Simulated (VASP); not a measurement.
Runs of VASP 6.6.1 on V3Os. It takes space group Fm-3m (No. 225, cubic). The conventional cell has a = 5.971 Å, b = 5.971 Å, c = 5.971 Å, α = 90.00°, β = 90.00°, γ = 90.00°. Within 3.4 Å of V (site symmetry -43m) lie 10 V at 2.59 to 2.99 Å and 4 Os at 2.59 Å. Within 3.4 Å of V (site symmetry m-3m) lie 8 V at 2.59 Å and 6 Os at 2.99 Å. Os (site symmetry m-3m) has 14 V at 2.59 to 2.99 Å within 3.4 Å. 

```csv
spin,fixed moment (μB),pressure (GPa),moment (μB)
"collinear, zero start",0.0,-11.1,0.00
"collinear, ferromagnetic start",5.4,(b),5.40
"collinear, ferromagnetic start",2.7,-6.1,2.70
"collinear, ferromagnetic start",3.6,-2.9,3.60
"collinear, ferromagnetic start",4.5,(a),4.50
"collinear, ferromagnetic start",1.8,-8.7,1.80
collinear,0.9,-10.5,0.90
```

Alike in all rows: task single point; level LDA; potentials or basis VASP PAW LDA potentials, release 64 (V_sv, Os); cell as given; k mesh 7 × 7 × 7; cutoff (eV) 520; smearing fermi-dirac 0.1 eV.

Fill in the values left out.

(a) 0.8; (b) 4.9.

Caveats: the total moment is fixed, so each spin has its own Fermi level; the cell stands under tension (at least some runs); the cell stands under pressure (at least some runs).
